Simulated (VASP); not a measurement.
TaVN2: single point with PBEsol

TaVN2:

```xyz
4
Lattice="3.0294 0.0000 0.0000 0.0000 3.0294 0.0000 0.0000 0.0000 4.2672" Properties=species:S:1:pos:R:3 pbc="T T T"
Ta    0.0000    0.0000    0.0000
V     1.5147    1.5147    2.1336
N     1.5147    1.5147    0.0000
N     0.0000    0.0000    2.1336
```

```yaml
Program: VASP 6.6.1
Task: single point
Functional: PBEsol
Potentials_or_basis: VASP PAW PBE potentials, release 64 (Ta_pv, V_sv, N)
Cutoff: 520 eV
k_mesh: 9 × 9 × 6
Occupations: fermi-dirac, width 0.05 eV
Spin: collinear spin, ferromagnetic start
Starting_moments: "[0.0, 2.0, 0.0, 0.0] μB"
```

| Item | Value |
| --- | --- |
| Pressure | -5.6 GPa |
| Band gap on the k mesh | zero (filled and empty bands overlap) |
| Net moment | 0.00 μB per cell |
| Valence electrons inside the program's atomic spheres | Ta 9.01; V 11.59; N 3.77, 3.72 |

Stress tensor (GPa, compression positive):
```
-4.80  0.00  0.00
 0.00 -4.80  0.00
 0.00  0.00 -7.31
```

Levels at points of the mesh, in eV from the Fermi level:
Spin up:
| k point | band 15 | band 16 | band 17 | band 18 | band 19 | band 20 |
| --- | --- | --- | --- | --- | --- | --- |
| (0.00, 0.00, 0.00) | -2.89 | -2.87 | -1.60 | -1.60 | -1.52 | -0.27 |
| (0.00, 0.00, 0.50) | -4.17 | -4.09 | -2.57 | -0.01 | 0.63 | 0.63 |
Spin down:
```tsv
k point	band 13	band 14	band 15	band 16	band 17	band 18	band 19	band 20	band 21	band 22
(0.00, 0.00, 0.00)	-4.10	-2.89	-2.89	-2.87	-1.60	-1.60	-1.52	-0.26	-0.17	1.75
(0.00, 0.00, 0.50)	-4.26	-4.17	-4.17	-4.09	-2.57	-0.01	0.63	0.63	1.41	2.07
```

It took 2.9 min on 1 thread of Intel(R) Xeon(R) Platinum 8259CL CPU @ 2.50GHz (Skylake/Cascade Lake) (shared host), peak memory 0.24 GiB.

Caveat: the PAW data sets were made with another functional, which shifts forces and pressure a little; spin-orbit coupling is left out, which moves the levels of the heavy elements. With open d or f shells a metallic result of PBEsol can be an artefact of self-interaction; +U or a hybrid may open a gap.
